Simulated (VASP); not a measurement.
Write the native input for VASP 6.6.1 that does the following.

```yaml
Task: single point
Functional: PBE
Dispersion: D3(BJ)
Potentials_or_basis: VASP PAW PBE potentials, release 64 (In_d, Se)
Cutoff: 520 eV
k_mesh: 10 × 10 × 10
Occupations: gaussian, width 0.1 eV
Spin: no spin polarisation
Dipole_correction: no
Further_INCAR_settings: ALGO = Normal; EDIFF = 1e-06; NBANDS = 30
```

The structure of In3Se lies in POSCAR:

```
In3Se
1.0
    4.7008968791      0.0000000000      0.0000000000
    0.0000000000      4.7008968791      0.0000000000
    0.0000000000      0.0000000000      4.7008968791
In Se
3 1
Direct
    0.0000000000      0.5000000000      0.5000000000
    0.5000000000      0.0000000000      0.5000000000
    0.5000000000      0.5000000000      0.0000000000
    0.0000000000      0.0000000000      0.0000000000
```

The input as run:

INCAR

```
SYSTEM = In3Se
PREC = Accurate
ENCUT = 520
EDIFF = 1E-6
ISMEAR = 0
SIGMA = 0.1
LREAL = .False.
LASPH = .True.
NELM = 80
ALGO = Normal
ISIF = 2
LWAVE = .False.
LCHARG = .True.
GGA = PE
IVDW = 12
LELF = .True.
LVHAR = .True.
NBANDS = 30
```

KPOINTS

```
regular mesh
0
Gamma
  10 10 10
  0 0 0
```

Potentials or basis: VASP PAW PBE potentials, release 64 (In_d, Se).

The run is started by

```sh
$ cat potpaw_PBE.64/In_d/POTCAR potpaw_PBE.64/Se/POTCAR > POTCAR
$ mpirun -np 1 vasp_std > vasp.out
```

Results of the run:

The pressure is 0.0 GPa and the band gap on the k mesh is zero (an odd number of electrons rules out a gap without spin polarisation). The dispersion energy per atom is -0.340 eV.

Caveat: spin-orbit coupling is left out, which moves the levels of the heavy elements.

Run time: 2.5 min on 1 thread of Intel(R) Xeon(R) 6975P-C (Granite Rapids), with other jobs on the host, peak memory 0.29 GiB.
